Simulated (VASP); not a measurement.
# InGa3As4 (P-43m) in VASP: notebook

The runs below take InGa3As4 through single point, relaxation of cell and atoms, with PBE.

Program: VASP 6.6.1. These are calculated values, not measurements. Logs are shortened: lines on timing, memory, paths and dates and some standing lists are left out, and cuts for length are marked.

### 1 The cell of the first run

The structure is cubic, space group P-43m (No. 215). Conventional cell: a = 5.858 Å, b = 5.858 Å, c = 5.858 Å, α = 90.00°, β = 90.00°, γ = 90.00°. Within 3.5 Å of In (site symmetry -43m) lie 4 As at 2.63 Å. Ga (site symmetry -42m) has 4 As at 2.51 Å within 3.3 Å. As (site symmetry 3m) has 3 Ga at 2.51 Å and 1 In at 2.63 Å within 3.3 Å.

### 2 Single point, PBE

Contents of INCAR:

```
PREC     = Accurate       # precision mode
ENCUT    = 520            # plane-wave cutoff, eV
EDIFF    = 1E-7           # SCF threshold, eV
ISMEAR   = 0              # smearing method
SIGMA    = 0.1            # smearing width, eV
LREAL    = F              # projectors in reciprocal space
LASPH    = T              # aspherical terms in the spheres
NELM     = 60             # most SCF steps
ALGO     = Normal         # electronic algorithm
ISIF     = 2              # what is computed and relaxed
LWAVE    = F              # write WAVECAR
LCHARG   = F              # write CHGCAR
GGA      = PE             # functional
NBANDS   = 46             # bands
```

Contents of KPOINTS:

```
regular mesh
0
Gamma
  4 4 4
```

Contents of POSCAR:

```
InGa3As4
1.0
    5.8577812000      0.0000000000      0.0000000000
    0.0000000000      5.8577812000      0.0000000000
    0.0000000000      0.0000000000      5.8577812000
In Ga As
1 3 4
Direct
    0.0000000000      0.0000000000      0.0000000000
    0.5000000000      0.0000000000      0.5000000000
    0.5000000000      0.5000000000      0.0000000000
    0.0000000000      0.5000000000      0.5000000000
    0.2593680000      0.7406320000      0.7406320000
    0.2593680000      0.2593680000      0.2593680000
    0.7406320000      0.7406320000      0.2593680000
    0.7406320000      0.2593680000      0.7406320000
```

Potentials or basis: VASP PAW PBE potentials, release 64 (In_d, Ga_d, As).

On the command line:

```bash
cat potpaw_PBE.64/In_d/POTCAR potpaw_PBE.64/Ga_d/POTCAR potpaw_PBE.64/As/POTCAR > POTCAR
mpirun -np 1 vasp_std > vasp.out
```

OUTCAR:

```text
PREC = Accurate
   ENCUT = 520
   EDIFF = 1E-7
   ISMEAR = 0
   LREAL = F
   LASPH = T
   NELM = 60
   ISIF = 2
   GGA = PE

 ion  position               nearest neighbor table
   1  0.000  0.000  0.000-   5 2.63   6 2.63   7 2.63   8 2.63
   2  0.500  0.000  0.500-   5 2.51   6 2.51   7 2.51   8 2.51
   3  0.500  0.500  0.000-   5 2.51   6 2.51   7 2.51   8 2.51
   4  0.000  0.500  0.500-   5 2.51   6 2.51   7 2.51   8 2.51
   5  0.259  0.741  0.741-   2 2.51   3 2.51   4 2.51   1 2.63
   6  0.259  0.259  0.259-   2 2.51   3 2.51   4 2.51   1 2.63
   7  0.741  0.741  0.259-   2 2.51   3 2.51   4 2.51   1 2.63
   8  0.741  0.259  0.741-   2 2.51   3 2.51   4 2.51   1 2.63

  LATTYP: Found a simple cubic cell.
 ALAT       =     5.8577812000

  Lattice vectors:

 A1 = (   5.8577812000,   0.0000000000,   0.0000000000)
 A2 = (   0.0000000000,   5.8577812000,   0.0000000000)
 A3 = (   0.0000000000,   0.0000000000,   5.8577812000)

Analysis of symmetry for initial positions (statically):
=====================================================================
 Subroutine PRICEL returns:
 Original cell was already a primitive cell.

 Routine SETGRP: Setting up the symmetry group for a
 simple cubic supercell.

 Subroutine GETGRP returns: Found 24 space group operations
 (whereof 24 operations were pure point group operations)
 out of a pool of 48 trial point group operations.

The static configuration has the point symmetry T_d .

Analysis of symmetry for dynamics (positions and initial velocities):
=====================================================================
 Subroutine PRICEL returns:
 Original cell was already a primitive cell.

 Routine SETGRP: Setting up the symmetry group for a
 simple cubic supercell.

 Subroutine GETGRP returns: Found 24 space group operations
 (whereof 24 operations were pure point group operations)
 out of a pool of 48 trial point group operations.

The dynamic configuration has the point symmetry T_d .

 Subroutine INISYM returns: Found 24 space group operations
 (whereof 24 operations are pure point group operations),
 and found     1 'primitive' translations

----------------------------------------------------------------------------------------

                                     Primitive cell

  volume of cell :     201.0016

  direct lattice vectors                    reciprocal lattice vectors
     5.857781200  0.000000000  0.000000000     0.170713102  0.000000000  0.000000000
     0.000000000  5.857781200  0.000000000     0.000000000  0.170713102  0.000000000
     0.000000000  0.000000000  5.857781200     0.000000000  0.000000000  0.170713102

  length of vectors
     5.857781200  5.857781200  5.857781200     0.170713102  0.170713102  0.170713102

  position of ions in fractional coordinates (direct lattice)
     0.000000000  0.000000000  0.000000000
     0.500000000  0.000000000  0.500000000
     0.500000000  0.500000000  0.000000000
     0.000000000  0.500000000  0.500000000
     0.259368000  0.740632000  0.740632000
     0.259368000  0.259368000  0.259368000
     0.740632000  0.740632000  0.259368000
     0.740632000  0.259368000  0.740632000

  ion indices of the primitive-cell ions
   primitive index   ion index
                 1           1
                 2           2
                 3           3
                 4           4
                 5           5
                 6           6
                 7           7
                 8           8

----------------------------------------------------------------------------------------

 KPOINTS: regular mesh

Automatic generation of k-mesh.
 Grid dimensions read from file:
 generate k-points for:    4    4    4

 Generating k-lattice:

  Cartesian coordinates                     Fractional coordinates (reciprocal lattice)
     0.042678276  0.000000000  0.000000000     0.250000000  0.000000000  0.000000000
     0.000000000  0.042678276  0.000000000     0.000000000  0.250000000  0.000000000
     0.000000000  0.000000000  0.042678276     0.000000000  0.000000000  0.250000000

  Length of vectors
     0.042678276  0.042678276  0.042678276

  Shift w.r.t. Gamma in fractional coordinates (k-lattice)
     0.000000000  0.000000000  0.000000000

 Subroutine IBZKPT returns following result:
 ===========================================

 Found     10 irreducible k-points:

 Following reciprocal coordinates:
            Coordinates               Weight
  0.000000  0.000000  0.000000      1.000000
  0.250000  0.000000  0.000000      6.000000
  0.500000  0.000000  0.000000      3.000000
  0.250000  0.250000  0.000000     12.000000
  0.500000  0.250000  0.000000     12.000000
  0.500000  0.500000  0.000000      3.000000
  0.250000  0.250000  0.250000      8.000000
  0.500000  0.250000  0.250000     12.000000
  0.500000  0.500000  0.250000      6.000000
  0.500000  0.500000  0.500000      1.000000
   k-points           NKPTS =     10   k-points in BZ     NKDIM =     10   number of bands    NBANDS=     46
   number of dos      NEDOS =    301   number of ions     NIONS =      8
   total plane-waves  NPLWV = 110592
   dimension x,y,z NGX =    48 NGY =   48 NGZ =   48
   dimension x,y,z NGXF=    96 NGYF=   96 NGZF=   96
   ions per type =               1   3   4
   NGX,Y,Z   is equivalent  to a cutoff of  13.62, 13.62, 13.62 a.u.
   NGXF,Y,Z  is equivalent  to a cutoff of  27.25, 27.25, 27.25 a.u.
 SYSTEM =  unknown system
   PREC   = accura    normal or accurate (medium, high low for compatibility)
   ISTART =      0    job   : 0-new  1-cont  2-samecut
   ICHARG =      2    charge: 1-file 2-atom 10-const
   ISPIN  =      1    spin polarized calculation?
   LNONCOLLINEAR =      F non collinear calculations
   LSORBIT =      F    spin-orbit coupling
   LASPH  =      T    aspherical Exc in radial PAW
   ENCUT  =  520.0 eV  38.22 Ry    6.18 a.u.  10.89 10.89 10.89*2*pi/ulx,y,z
   NELM   =     60;   NELMIN=  2; NELMDL= -5     # of ELM steps
   EDIFF  = 0.1E-06   stopping-criterion for ELM
   LREAL  =      F    real-space projection
   EDIFFG = 0.1E-05   stopping-criterion for IOM
   NSW    =      0    number of steps for IOM
   IBRION =     -1    ionic relax: 0-MD 1-quasi-New 2-CG
   NFREE  =      0    steps in history (QN), initial steepest desc. (CG)
   ISIF   =      2    stress and relaxation
   ISYM   =      2    0-nonsym 1-usesym 2-fastsym
   POTIM  = 0.5000    time-step for ionic-motion
   TEBEG  =    0.0;   TEEND  =   0.0 temperature during run
   PSTRESS=    0.0 pullay stress
   NELECT =      72.0000    total number of electrons
   NUPDOWN=      -1.0000    fix difference up-down
   EMIN   =  10.00;   EMAX   =-10.00  energy-range for DOS
   EFERMI =   0.00;   METHOD = LEGACY
   ISMEAR =     0;   SIGMA  =   0.10  broadening in eV -4-tet -1-fermi 0-gaus
   EFERMI_NEDOS =   21; number of points for ismear=-14 and -15
   IALGO  =     38    algorithm
   IMIX   =      4    mixing-type and parameters
     AMIX     =   0.40;   BMIX     =  1.00
     AMIX_MAG =   1.60;   BMIX_MAG =  1.00
  volume/ion in A,a.u.               =      25.13       169.55
  Fermi-wavevector in a.u.,A,eV,Ry     =   1.162659  2.197108 18.392042  1.351777
  Thomas-Fermi vector in A             =   2.299218
   LORBIT       =      0    0 simple, 1 ext, 2 COOP (PROOUT), +10 PAW based schemes
   GGA     = PE    functional components
   LHFCALC =     F    Hartree Fock is set to
   AEXX    =    0.0000 exact exchange contribution
   IVDW    =     0    specifies the selected vdW correction
   LEPSILON=     F    determine dielectric tensor
   LRPA    =     F    only Hartree local field effects (RPA)
 non-spin polarized calculation
 Gauss-broadening in eV      SIGMA  =   0.10
  energy-cutoff  :      520.00
  volume of cell :      201.00
 maximum number of plane-waves:      5452
 NGX is ok and might be reduce to    48
   NGX = 21   NGY = 21   NGZ = 21

 number of electron      71.9999957 magnetization

 Free energy of the ion-electron system (eV)
  ---------------------------------------------------
  ext. energy  EPLUGINS =         0.00000000
  ---------------------------------------------------
  free energy    TOTEN  =       -32.38834413 eV

  energy without entropy =      -32.38588907  energy(sigma->0) =      -32.38711660

 E-fermi :   3.6480     XC(G=0):  -9.2216

 val. band max:        3.6170283529   @ k =   0.0000   0.0000   0.0000
 cond. band min:       4.3121694410   @ k =   0.5000   0.5000   0.5000
 fundamental gap:      0.6951410881
 Fermi energy:         3.6480095596

 k-point     1 :       0.0000    0.0000    0.0000
  band No.  band energies     occupation
      1     -11.1883      2.00000
      2     -11.1883      2.00000
      3     -11.1883      2.00000
      4     -11.1144      2.00000
      5     -11.1144      2.00000
      6     -11.1144      2.00000
[... 38 lines left out ...]
     45       7.4023      0.00000
     46       7.4023      0.00000

 k-point     2 :       0.2500    0.0000    0.0000
  band No.  band energies     occupation
      1     -11.1840      2.00000
      2     -11.1840      2.00000
      3     -11.1804      2.00000
      4     -11.1245      2.00000
      5     -11.1122      2.00000
      6     -11.1122      2.00000
[... 38 lines left out ...]
     45       8.2493      0.00000
     46       8.2493      0.00000

 k-point     3 :       0.5000    0.0000    0.0000
  band No.  band energies     occupation
      1     -11.1792      2.00000
      2     -11.1792      2.00000
      3     -11.1682      2.00000
      4     -11.1387      2.00000
      5     -11.1073      2.00000
      6     -11.1073      2.00000
[... 332 lines left out ...]
     45       8.3930      0.00000
     46       8.6710      0.00000

 k-point    10 :       0.5000    0.5000    0.5000
  band No.  band energies     occupation
      1     -11.1772      2.00000
      2     -11.1606      2.00000
      3     -11.1606      2.00000
      4     -11.1606      2.00000
      5     -11.1088      2.00000
      6     -11.1088      2.00000
[... 38 lines left out ...]
     45       8.3263      0.00000
     46       8.3289      0.00000

------------------------ aborting loop because EDIFF is reached ----------------------------------------

  FORCE on cell =-STRESS in cart. coord.  units (eV):
  Direction    XX          YY          ZZ          XY          YZ          ZX
  --------------------------------------------------------------------------------------
  -------------------------------------------------------------------------------------
  Total        0.2840242      0.2840242      0.2840242     -0.0000000      0.0000000     -0.0000000
  in kB        2.2639479      2.2639479      2.2639479     -0.0000000      0.0000000     -0.0000000
  external PRESSURE =       2.2639479 kB  Pullay stress =       0.0000000 kB

 VOLUME and BASIS-vectors are now :
 -----------------------------------------------------------------------------
  energy-cutoff  :      520.00
  volume of cell :      201.00
      direct lattice vectors                 reciprocal lattice vectors
     5.857781200  0.000000000  0.000000000     0.170713102  0.000000000  0.000000000
     0.000000000  5.857781200  0.000000000     0.000000000  0.170713102  0.000000000
     0.000000000  0.000000000  5.857781200     0.000000000  0.000000000  0.170713102

 POSITION                                       TOTAL-FORCE (eV/Angst)
 -----------------------------------------------------------------------------------
      0.00000      0.00000      0.00000         0.000000      0.000000      0.000000
      2.92889      0.00000      2.92889         0.000000      0.000000      0.000000
      2.92889      2.92889      0.00000         0.000000      0.000000      0.000000
      0.00000      2.92889      2.92889         0.000000      0.000000      0.000000
      1.51932      4.33846      4.33846        -0.007545      0.007545      0.007545
      1.51932      1.51932      1.51932        -0.007545     -0.007545     -0.007545
      4.33846      4.33846      1.51932         0.007545      0.007545     -0.007545
      4.33846      1.51932      4.33846         0.007545     -0.007545      0.007545
 -----------------------------------------------------------------------------------
    total drift:                                0.000000      0.000000     -0.000000

  FREE ENERGIE OF THE ION-ELECTRON SYSTEM (eV)
  ---------------------------------------------------
  free  energy   TOTEN  =       -32.3883441330 eV

  energy  without entropy=      -32.3858890746  energy(sigma->0) =      -32.38711660
```

Run time: 1.9 min. Hardware: 1 thread of AMD EPYC 7R43 (Zen 3), shared host; peak memory 0.34 GiB.

What came out:

| Item | Value |
| --- | --- |
| Free energy | -32.3883 eV |
| Pressure | 0.2 GPa |
| Largest force | 0.013 eV/Å |
| Band gap on the k mesh | zero (filled and empty bands touch) |

Forces on the atoms (eV/Å):
```
In   0.000  0.000  0.000
Ga   0.000  0.000  0.000
Ga   0.000  0.000  0.000
Ga   0.000  0.000  0.000
As  -0.008  0.008  0.008
As  -0.008 -0.008 -0.008
As   0.008  0.008 -0.008
As   0.008 -0.008  0.008
```

Levels at points of the mesh, in eV from the Fermi level:
| k point | band 33 | band 34 | band 35 | band 36 | band 37 | band 38 | band 39 | band 40 |
| --- | --- | --- | --- | --- | --- | --- | --- | --- |
| (0.00, 0.00, 0.00) | -2.38 | -0.17 | -0.03 | -0.03 | -0.03 | 1.56 | 1.56 | 1.56 |
| (0.50, 0.00, 0.00) | -1.68 | -1.68 | -1.34 | -1.34 | 1.97 | 2.05 | 2.84 | 3.10 |
| (0.50, 0.50, 0.00) | -1.41 | -1.12 | -0.96 | -0.96 | 2.26 | 2.26 | 2.77 | 2.78 |
| (0.50, 0.50, 0.50) | -1.14 | -0.81 | -0.81 | -0.81 | 0.66 | 0.66 | 0.66 | 1.19 |

Caveat: spin-orbit coupling is left out, which moves the levels of the heavy elements.

(Continued in part 2 of 2.)
